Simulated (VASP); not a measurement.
Write the native input for VASP 6.6.1 that does the following.

```
Task                   : single point
Functional             : r2SCAN
Potentials or basis    : VASP PAW PBE potentials, release 64 (Hg, Te)
Cutoff                 : 520 eV
k mesh                 : 14 × 14 × 14
Occupations            : gaussian, width 0.15 eV
Spin                   : no spin polarisation
Dipole correction      : no
Further INCAR settings : ALGO = Normal; EDIFF = 1e-07; NBANDS = 16
```

The system is HgTe.

```
Hg Te
1.0
     0.00000    3.22350    3.32021
     3.22350    0.00000    3.32021
     3.22350    3.22350    0.00000
Hg Te
1 1
Direct
  0.00000 0.00000 0.00000
  0.75000 0.75000 0.75000
```

This cell differs from its parent crystal: strain +0.000 along x and y, +0.030 along z.

One way to write it, as run:

POSCAR

```
HgTe
1.0
    0.0000000000      3.2235000000      3.3202050000
    3.2235000000      0.0000000000      3.3202050000
    3.2235000000      3.2235000000      0.0000000000
Hg Te
1 1
Direct
    0.0000000000      0.0000000000      0.0000000000
    0.7500000000      0.7500000000      0.7500000000
```

INCAR.step1

```
ALGO = Normal
EDIFF = 1E-4
ENCUT = 520
GGA = PE
ISMEAR = 0
LASPH = True
LCHARG = False
LREAL = False
LWAVE = True
NBANDS = 16
NELM = 100
PREC = Accurate
SIGMA = 0.15
```

INCAR.step2

```
ALGO = Normal
EDIFF = 1E-7
ENCUT = 520
ISIF = 2
ISMEAR = 0
ISTART = 1
LASPH = True
LCHARG = False
LMIXTAU = True
LREAL = False
LWAVE = False
METAGGA = R2SCAN
NBANDS = 16
NELM = 100
PREC = Accurate
SIGMA = 0.15
```

KPOINTS

```
k-points
0
Gamma
  14 14 14
```

Potentials or basis: VASP PAW PBE potentials, release 64 (Hg, Te).

Run with:

```bash
$ cat potpaw_PBE.64/Hg/POTCAR potpaw_PBE.64/Te/POTCAR > POTCAR
$ cp INCAR.step1 INCAR
$ mpirun -np 1 vasp_std > vasp.out
$ cp INCAR.step2 INCAR
$ mpirun -np 1 vasp_std > vasp.out
```

It gave:

The pressure is 1.3 GPa and the band gap on the k mesh is zero (filled and empty bands touch).

Caveat: the cell differs from its parent crystal (strain +0.000 along x and y, +0.030 along z); semilocal functionals underestimate gaps, and a narrow one can read as zero; the PAW data sets were made with another functional, which shifts forces and pressure a little; spin-orbit coupling is left out, which moves the levels of the heavy elements.

It took 31 min on 1 thread of Oxide Virtual Turin-like Processor (shared host), peak memory 0.4 GiB.
